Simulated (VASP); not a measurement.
Runs of VASP 6.6.1 on W. The structure is that of space group Fm-3m (No. 225), or close to it. The cells are those of the table. 

| cell | further INCAR settings | gap on the mesh (eV) | pressure (GPa) |
| --- | --- | --- | --- |
| a = 2.903, b = 2.871, c = 2.871 Å, angles 59.3, 59.6, 59.6°, 1 atom | ALGO = Fast; EDIFF = 1e-06; NBANDS = 13 | none | -12.1 |
| a = 2.925, b = 2.871, c = 2.871 Å, angles 58.8, 59.4, 59.4°, 1 atom | ALGO = Fast; EDIFF = 1e-06; NBANDS = 13 | none | -11.9 |
| a = 2.935, b = 2.871, c = 2.871 Å, angles 58.5, 59.3, 59.3°, 1 atom | ALGO = Fast; EDIFF = 1e-07; NBANDS = 13 | none | -11.7 |
| a = 2.785, b = 2.871, c = 2.871 Å, angles 62.0, 61.0, 61.0°, 1 atom | ALGO = Fast; EDIFF = 1e-07; NBANDS = 13 | none | (a) |
| a = 2.892, b = 2.871, c = 2.871 Å, angles 59.5, 59.8, 59.8°, 1 atom | ALGO = Fast; EDIFF = 1e-07; NBANDS = 13 | none | -12.1 |

Alike in all rows: task single point; level PBEsol; potentials or basis VASP PAW PBE potentials, release 64 (W_sv); no spin polarisation; k mesh 20 × 20 × 20; cutoff (eV) 520; smearing gaussian 0.15 eV.

Question: Fill in the values left out.

Answer: (a) -11.4.

Caveats: the PAW data sets were made with another functional, which shifts forces and pressure a little; spin-orbit coupling is left out, which moves the levels of the heavy elements.

A k mesh can miss the band edges, and the runs leave out spin-orbit coupling on W.

A gap of «none» marks levels without a gap at the run's occupations.
